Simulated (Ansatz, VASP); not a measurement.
## One calculation of NaF, two programs

The input INCAR:

```
SYSTEM = NaF
PREC = Accurate
ENCUT = 520
EDIFF = 1E-6
ISMEAR = -1
SIGMA = 0.02
LREAL = .FALSE.
LASPH = .TRUE.
NELM = 80
ALGO = Normal
ISIF = 2
LWAVE = .FALSE.
LCHARG = .TRUE.
GGA = PE
LELF = .TRUE.
LVHAR = .TRUE.
NBANDS = 14
```

The input KPOINTS:

```
regular mesh
0
G
  10 10 10
  0 0 0
```

Contents of POSCAR:

```
NaF
1.0
    0.0000000000      2.3411190982      2.3411190982
    2.3411190982      0.0000000000      2.3411190982
    2.3411190982      2.3411190982      0.0000000000
Na F
1 1
Direct
    0.0000000000      0.0000000000      0.0000000000
    0.5000000000      0.5000000000      0.5000000000
```

Input for Ansatz:

```yaml
crystal:
  lattice:
    - [0.0, 2.3411190982, 2.3411190982]
    - [2.3411190982, 0.0, 2.3411190982]
    - [2.3411190982, 2.3411190982, 0.0]
  atoms:
    - { symbol: Na, position: [0.0, 0.0, 0.0] }
    - { symbol: F, position: [0.5, 0.5, 0.5] }
kpoints:
  mp_grid: { grid: [10, 10, 10] }
  band_path:
    path:
      - [0.0, 0.0, 0.0]
      - [0.5, 0.0, 0.5]
      - [0.625, 0.25, 0.625]
      - [0.375, 0.375, 0.75]
      - [0.5, 0.5, 0.5]
      - [0.5, 0.25, 0.75]
    npoints: 1
hamiltonian:
  xc: pbe
scf:
  occupations: { method: fermi_dirac, width: 0.02 }
  n_extra_bands: 4
output:
  forces: true
  stress: true
  eigenvalues: true
  write_density: true
  write_potential: true
  elf: true
  volumetric_format: npy
```

Change from the starting cell: hydrostatic strain +1.9%.

Alike in both runs: task single point; functional PBE; k mesh 10 × 10 × 10; occupations fermi-dirac, width 0.02 eV; no spin polarisation.

|  | VASP | Ansatz |
| --- | --- | --- |
| version | VASP 6.6.1 | Ansatz 0.2.0 |
| potentials or method | VASP PAW PBE potentials, release 64 (Na_pv, F) | plane waves, PAW |
| plane-wave cutoff (eV) | 520 | 420 |
| valence electrons in the cell | 14 | 16 |

```tsv
	VASP	Ansatz	Ansatz less VASP
gap on the k mesh at the Fermi level (eV)	6.13	6.15	+0.016
pressure (GPa)	0.4	0.6	+0.16
```

VASP's potentials hold 14 valence electrons a cell and Ansatz's 16, so a difference there can come from the potentials and not from the codes.
